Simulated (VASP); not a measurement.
# Al8Cu4Br in VASP: single point with PBEsol

Aim: the single point of Al8Cu4Br with PBEsol.

All numbers are computed with VASP 6.6.1; they aren't measurements. Logs are shortened: lines on timing, memory, paths and dates and some standing lists are left out, and cuts for length are marked.

## Step 1: The cell of the first run

The cell holds a slab with vacuum, 13 atoms: a = 4.828 Å, b = 4.877 Å, c = 26.125 Å, α = 90.00°, β = 90.00°, γ = 119.67°.

## Step 2: Single point, PBEsol

Contents of INCAR:

```
SYSTEM = Al8Cu4Br
PREC = Accurate ; ENCUT = 520
EDIFF = 1E-6 ; ISMEAR = 0
SIGMA = 0.1 ; LREAL = .False.
LASPH = .True. ; NELM = 80
ALGO = Normal ; ISIF = 2
LWAVE = .False. ; LCHARG = .False.
LDIPOL = .True. ; IDIPOL = 3
DIPOL = 0.5 0.5 0.475 ; GGA = PS
NBANDS = 50
```

Contents of KPOINTS:

```
Automatic mesh
0
Gamma
  7 7 1
  0 0 0
```

Contents of POSCAR:

```
Al8Cu4Br
1.0
    4.8278486171      0.0000000000      0.0000000000
   -2.4139243086      4.2377626295      0.0000000000
    0.0000000000      0.0000000000     26.1252049305
Al Cu Br
8 4 1
Direct
    0.4093199580      0.8186399160      0.3253562995
    0.0906800420      0.1813600840      0.3253562995
    0.7500000000      0.5000000000      0.3770427966
    0.2500000000      0.5000000000      0.4358795398
    0.9147472542      0.8294945084      0.4891076206
    0.5970330110      0.1940660221      0.4859413371
    0.2637361826      0.5274723652      0.5412099440
    0.7605593168      0.5211186336      0.5899169098
    0.7500000000      0.0000000000      0.4064611682
    0.2500000000      0.0000000000      0.4064611682
    0.2664897446      0.0302517948      0.5672249226
    0.7637620502      0.0302517948      0.5672249226
    0.9296876647     -0.1406246705      0.6630083820
```

Potentials or basis: VASP PAW PBE potentials, release 64 (Al, Cu, Br).

Launch:

```
cat potpaw_PBE.64/Al/POTCAR potpaw_PBE.64/Cu/POTCAR potpaw_PBE.64/Br/POTCAR > POTCAR
mpirun -np 1 vasp_std > vasp.out
```

OUTCAR:

```text
SYSTEM = Al8Cu4Br
   PREC = Accurate
   ENCUT = 520
   EDIFF = 1E-6
   ISMEAR = 0
   LREAL = .False.
   LASPH = .True.
   NELM = 80
   ISIF = 2
   GGA = PS

 ion  position               nearest neighbor table
   1  0.409  0.819  0.325-   9 2.56  10 2.56   2 2.70   2 2.86   2 2.86   3 3.08   3 3.08   3 3.19
                             4 3.19
   2  0.091  0.181  0.325-   9 2.56  10 2.56   1 2.70   1 2.86   1 2.86   3 3.08   3 3.08   3 3.19
                             4 3.19
   3  0.750  0.500  0.377-  10 2.56  10 2.56   9 2.56   9 2.56   4 2.86   4 2.86   1 3.08   2 3.08
                             2 3.08   1 3.08   6 3.13   2 3.19   1 3.19   5 3.24
   4  0.250  0.500  0.436-   9 2.56   9 2.56  10 2.56  10 2.56   7 2.75   3 2.86   3 2.86   6 3.04
                             6 3.04   5 3.12   5 3.12   5 3.16   2 3.19   1 3.19   6 3.22
   5  0.915  0.829  0.489-  11 2.52  12 2.52  10 2.58   9 2.58   6 2.69   6 2.87   6 2.87   8 2.94
                             7 3.05   7 3.05   4 3.12   4 3.12   4 3.16   3 3.24   7 3.26
   6  0.597  0.194  0.486-  11 2.54  12 2.54  10 2.54   9 2.54   5 2.69   5 2.87   5 2.87   4 3.04
                             4 3.04   8 3.05   3 3.13   7 3.15   7 3.15   7 3.17   4 3.22
   7  0.264  0.527  0.541-  12 2.52  11 2.52  12 2.54  11 2.54   8 2.73   8 2.73   4 2.75   5 3.05
                             5 3.05   6 3.15   6 3.15   6 3.17   5 3.26
   8  0.761  0.521  0.590-  13 2.39  11 2.47  12 2.47  11 2.55  12 2.55   7 2.73   7 2.73   5 2.94
                             6 3.05
   9  0.750  0.000  0.406-  10 2.41  10 2.41   6 2.54   4 2.56   4 2.56   3 2.56   3 2.56   2 2.56
                             1 2.56   5 2.58
  10  0.250  0.000  0.406-   9 2.41   9 2.41   6 2.54   3 2.56   3 2.56   4 2.56   4 2.56   2 2.56
                             1 2.56   5 2.58
  11  0.266  0.030  0.567-  12 2.40  12 2.43   8 2.47   5 2.52   7 2.52   6 2.54   7 2.54   8 2.55

  12  0.764  0.030  0.567-  11 2.40  11 2.43   8 2.47   5 2.52   7 2.52   6 2.54   7 2.54   8 2.55

  13  0.930  0.859  0.663-   8 2.39

  LATTYP: Found a base centered orthorhombic cell.
 ALAT       =     4.8278486171
 B/A-ratio  =     1.7555490926
 C/A-ratio  =     5.4113554509

  Lattice vectors:

 A1 = (   2.4139243086,  -4.2377626295,   0.0000000000)
 A2 = (   2.4139243085,   4.2377626295,   0.0000000000)
 A3 = (   0.0000000000,   0.0000000000,  26.1252049305)

Analysis of symmetry for initial positions (statically):
=====================================================================
 Subroutine PRICEL returns:
 Original cell was already a primitive cell.

 Routine SETGRP: Setting up the symmetry group for a
 base centered orthorhombic supercell.

 Subroutine GETGRP returns: Found  2 space group operations
 (whereof  2 operations were pure point group operations)
 out of a pool of  8 trial point group operations.

The static configuration has the point symmetry C_1h.

Analysis of symmetry for dynamics (positions and initial velocities):
=====================================================================
 Subroutine PRICEL returns:
 Original cell was already a primitive cell.

 Routine SETGRP: Setting up the symmetry group for a
 base centered orthorhombic supercell.

 Subroutine GETGRP returns: Found  2 space group operations
 (whereof  2 operations were pure point group operations)
 out of a pool of  8 trial point group operations.

The dynamic configuration has the point symmetry C_1h.

 Subroutine INISYM returns: Found  2 space group operations
 (whereof  2 operations are pure point group operations),
 and found     1 'primitive' translations

----------------------------------------------------------------------------------------

                                     Primitive cell

  volume of cell :     534.5028

  direct lattice vectors                    reciprocal lattice vectors
     4.827848617  0.000000000  0.000000000     0.207131598  0.117986788  0.000000000
    -2.413924309  4.237762629  0.000000000     0.000000000  0.235973576  0.000000000
     0.000000000  0.000000000 26.125204931     0.000000000  0.000000000  0.038277212

  length of vectors
     4.827848617  4.877054713 26.125204931     0.238378651  0.235973576  0.038277212

  position of ions in fractional coordinates (direct lattice)
     0.409319958  0.818639916  0.325356300
     0.090680042  0.181360084  0.325356300
     0.750000000  0.500000000  0.377042797
[... 47 lines left out ...]

 Subroutine IBZKPT returns following result:
 ===========================================

 Found     16 irreducible k-points:

 Following reciprocal coordinates:
            Coordinates               Weight
  0.000000  0.000000  0.000000      1.000000
  0.142857  0.000000  0.000000      4.000000
  0.285714  0.000000  0.000000      4.000000
  0.428571 -0.000000  0.000000      4.000000
  0.000000  0.142857  0.000000      2.000000
  0.142857  0.142857  0.000000      4.000000
[... 8 lines left out ...]
  0.000000  0.428571  0.000000      2.000000
  0.142857  0.428571  0.000000      2.000000
   k-points           NKPTS =     16   k-points in BZ     NKDIM =     16   number of bands    NBANDS=     50
   number of dos      NEDOS =    301   number of ions     NIONS =     13
   total plane-waves  NPLWV = 254016
   dimension x,y,z NGX =    36 NGY =   36 NGZ =  196
   dimension x,y,z NGXF=    72 NGYF=   72 NGZF=  392
   ions per type =               8   4   1
   NGX,Y,Z   is equivalent  to a cutoff of  12.40, 12.27, 12.47 a.u.
   NGXF,Y,Z  is equivalent  to a cutoff of  24.79, 24.54, 24.94 a.u.
 SYSTEM =  Al8Cu4Br
   PREC   = accura    normal or accurate (medium, high low for compatibility)
   ISTART =      0    job   : 0-new  1-cont  2-samecut
   ICHARG =      2    charge: 1-file 2-atom 10-const
   ISPIN  =      1    spin polarized calculation?
   LNONCOLLINEAR =      F non collinear calculations
   LSORBIT =      F    spin-orbit coupling
   LASPH  =      T    aspherical Exc in radial PAW
   ENCUT  =  520.0 eV  38.22 Ry    6.18 a.u.   8.98  9.07 48.58*2*pi/ulx,y,z
   NELM   =     80;   NELMIN=  2; NELMDL= -5     # of ELM steps
   EDIFF  = 0.1E-05   stopping-criterion for ELM
   LREAL  =      F    real-space projection
   EDIFFG = 0.1E-04   stopping-criterion for IOM
   NSW    =      0    number of steps for IOM
   IBRION =     -1    ionic relax: 0-MD 1-quasi-New 2-CG
   NFREE  =      0    steps in history (QN), initial steepest desc. (CG)
   ISIF   =      2    stress and relaxation
   ISYM   =      2    0-nonsym 1-usesym 2-fastsym
   POTIM  = 0.5000    time-step for ionic-motion
   TEBEG  =    0.0;   TEEND  =   0.0 temperature during run
   PSTRESS=    0.0 pullay stress
   NELECT =      75.0000    total number of electrons
   NUPDOWN=      -1.0000    fix difference up-down
   EMIN   =  10.00;   EMAX   =-10.00  energy-range for DOS
   EFERMI =   0.00;   METHOD = LEGACY
   ISMEAR =     0;   SIGMA  =   0.10  broadening in eV -4-tet -1-fermi 0-gaus
   EFERMI_NEDOS =   21; number of points for ismear=-14 and -15
   IALGO  =     38    algorithm
   IMIX   =      4    mixing-type and parameters
     AMIX     =   0.40;   BMIX     =  1.00
     AMIX_MAG =   1.60;   BMIX_MAG =  1.00
  volume/ion in A,a.u.               =      41.12       277.46
  Fermi-wavevector in a.u.,A,eV,Ry     =   0.850704  1.607598  9.846505  0.723698
  Thomas-Fermi vector in A             =   1.966723
   LORBIT       =      0    0 simple, 1 ext, 2 COOP (PROOUT), +10 PAW based schemes
   GGA     = PS    functional components
   LHFCALC =     F    Hartree Fock is set to
   AEXX    =    0.0000 exact exchange contribution
   IVDW    =     0    specifies the selected vdW correction
   LEPSILON=     F    determine dielectric tensor
   LRPA    =     F    only Hartree local field effects (RPA)
 non-spin polarized calculation
 Gauss-broadening in eV      SIGMA  =   0.10
  energy-cutoff  :      520.00
  volume of cell :      534.50
 maximum number of plane-waves:     14440
   NGX = 17   NGY = 19   NGZ = 97

 dipolmoment           0.000000      0.000000     -0.005362 electrons x Angstroem

 number of electron      75.0000011 magnetization

 dipolmoment           0.000000      0.000000      0.058733 electrons x Angstroem

 Free energy of the ion-electron system (eV)
  ---------------------------------------------------
  ext. energy  EPLUGINS =         0.00000000
  ---------------------------------------------------
  free energy    TOTEN  =       -52.21948802 eV

  energy without entropy =      -52.19397013  energy(sigma->0) =      -52.20672908

 E-fermi :  -0.1265     XC(G=0):  -4.7719

 val. band max:       -0.1357615099   @ k =   0.0000   0.4286   0.0000
 cond. band min:      -0.1123626348   @ k =  -0.2857   0.1429   0.0000
 fundamental gap:      0.0233988751
 Fermi energy:        -0.1264907520

 k-point     1 :       0.0000    0.0000    0.0000
  band No.  band energies     occupation
      1     -15.5636      2.00000
      2     -10.7232      2.00000
      3      -9.4948      2.00000
      4      -7.5117      2.00000
      5      -5.9078      2.00000
      6      -5.5583      2.00000
[... 821 lines left out ...]
     48       4.2286      0.00000
     49       4.3884      0.00000
 [bands above 49 left out]

------------------------ aborting loop because EDIFF is reached ----------------------------------------

 vacuum level on the upper side and lower side of the slab       (xc-potential included)         0.095        -0.406

  FORCE on cell =-STRESS in cart. coord.  units (eV):
  Direction    XX          YY          ZZ          XY          YZ          ZX
  --------------------------------------------------------------------------------------
  -------------------------------------------------------------------------------------
  Total       -0.9268666     -2.7473486      0.5995656      0.0000000      0.1249084     -0.0000000
  in kB       -2.7782915     -8.2352042      1.7972038      0.0000000      0.3744141     -0.0000000
  external PRESSURE =      -3.0720973 kB  Pullay stress =       0.0000000 kB

 VOLUME and BASIS-vectors are now :
 -----------------------------------------------------------------------------
  energy-cutoff  :      520.00
  volume of cell :      534.50
      direct lattice vectors                 reciprocal lattice vectors
     4.827848617  0.000000000  0.000000000     0.207131598  0.117986788  0.000000000
    -2.413924309  4.237762629  0.000000000     0.000000000  0.235973576  0.000000000
     0.000000000  0.000000000 26.125204931     0.000000000  0.000000000  0.038277212

 POSITION                                       TOTAL-FORCE (eV/Angst)
 -----------------------------------------------------------------------------------
     -0.00000      3.46920      8.50000        -0.000000      0.106014     -0.052741
     -0.00000      0.76856      8.50000         0.000000     -0.150459     -0.089351
      2.41392      2.11888      9.85032        -0.000000      0.001626     -0.191055
     -0.00000      2.11888     11.38744        -0.000000      0.025951      0.058790
      2.41392      3.51520     12.77804         0.000000     -0.001724      0.000709
      2.41392      0.82241     12.69532        -0.000000      0.002666     -0.000108
     -0.00000      2.23530     14.13922         0.000000     -0.000796     -0.013549
      2.41392      2.20838     15.41170        -0.000000      0.005904      0.004533
      3.62089      0.00000     10.61888         0.071995      0.006979      0.120236
      1.20696      0.00000     10.61888        -0.071995      0.006979      0.120236
      1.21355      0.12820     14.81887        -0.002348     -0.001057      0.021684
      3.61430      0.12820     14.81887         0.002348     -0.001057      0.021684
      2.41392      3.64183     17.32123         0.000000     -0.001027     -0.001069
 -----------------------------------------------------------------------------------
    total drift:                                0.000005      0.000068     -0.006001

  FREE ENERGIE OF THE ION-ELECTRON SYSTEM (eV)
  ---------------------------------------------------
  free  energy   TOTEN  =       -52.2194880247 eV

  energy  without entropy=      -52.1939701342  energy(sigma->0) =      -52.20672908

 vacuum level on the upper side and lower side of the slab         4.737         4.226
```

Wall time 44 min (1 thread of Intel Xeon 8259CL, shared host); peak memory 0.76 GiB.

Results:

- Free energy: -52.2195 eV
- Largest force: 0.191 eV/Å
- Band gap on the k mesh: zero (an odd number of electrons rules out a gap without spin polarisation)

Forces on the atoms (eV/Å):
```
Al   0.000  0.106 -0.053
Al   0.000 -0.150 -0.089
Al   0.000  0.002 -0.191
Al   0.000  0.026  0.059
Al   0.000 -0.002  0.001
Al   0.000  0.003  0.000
Al   0.000 -0.001 -0.014
Al   0.000  0.006  0.005
Cu   0.072  0.007  0.120
Cu  -0.072  0.007  0.120
Cu  -0.002 -0.001  0.022
Cu   0.002 -0.001  0.022
Br   0.000 -0.001 -0.001
```

Caveat: the PAW data sets were made with another functional, which shifts forces and pressure a little; an odd number of electrons without spin polarisation forces a metal; a magnetic or distorted state may lie lower.

The gap in the log of VASP goes by the Fermi energy; the results here count the filled bands.